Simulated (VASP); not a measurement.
Write the native input for VASP 6.6.1 that does the following.

| Item | Value |
| --- | --- |
| Task | single point |
| Functional | PBE |
| Potentials or basis | VASP PAW PBE potentials, release 64 (Ga_d, N) |
| Cutoff | 520 eV |
| k mesh | 10 × 10 × 10 |
| Occupations | gaussian, width 0.05 eV |
| Spin | no spin polarisation |
| Dipole correction | no |
| Further INCAR settings | ALGO = Normal; EDIFF = 1e-06; NBANDS = 16 |

The structure of GaN lies in POSCAR:

```
GaN
1.0
    0.0000000000      2.2742384873      2.1718977554
    2.2742384873      0.0000000000      2.1718977554
    2.2742384873      2.2742384873      0.0000000000
Ga N
1 1
Direct
    0.0000000000      0.0000000000      0.0000000000
    0.7500000000      0.7500000000      0.7500000000
```

This cell differs from its parent crystal: strain -0.0450 x Voigt [0, 0, 1, 0, 0, 0].

The input as run:

INCAR

```
SYSTEM = GaN
PREC = Accurate
ENCUT = 520
EDIFF = 1E-6
ISMEAR = 0
SIGMA = 0.05
LREAL = .FALSE.
LASPH = .TRUE.
NELM = 60
ALGO = Normal
ISIF = 2
LWAVE = .FALSE.
LCHARG = .FALSE.
GGA = PE
NBANDS = 16
```

KPOINTS

```
regular mesh
0
G
  10 10 10
  0 0 0
```

Potentials or basis: VASP PAW PBE potentials, release 64 (Ga_d, N).

Command:

```console
$ cat potpaw_PBE.64/Ga_d/POTCAR potpaw_PBE.64/N/POTCAR > POTCAR
$ mpirun -np 1 vasp_std > vasp.out
```

It gave:

The pressure is 8.7 GPa and the band gap on the k mesh is 1.71 eV, direct.

Caveat: the cell differs from its parent crystal (strain -0.0450 x Voigt [0, 0, 1, 0, 0, 0]).

Run time: 36 s on 1 thread of Intel Xeon 8259CL (shared host), peak memory 0.16 GiB.
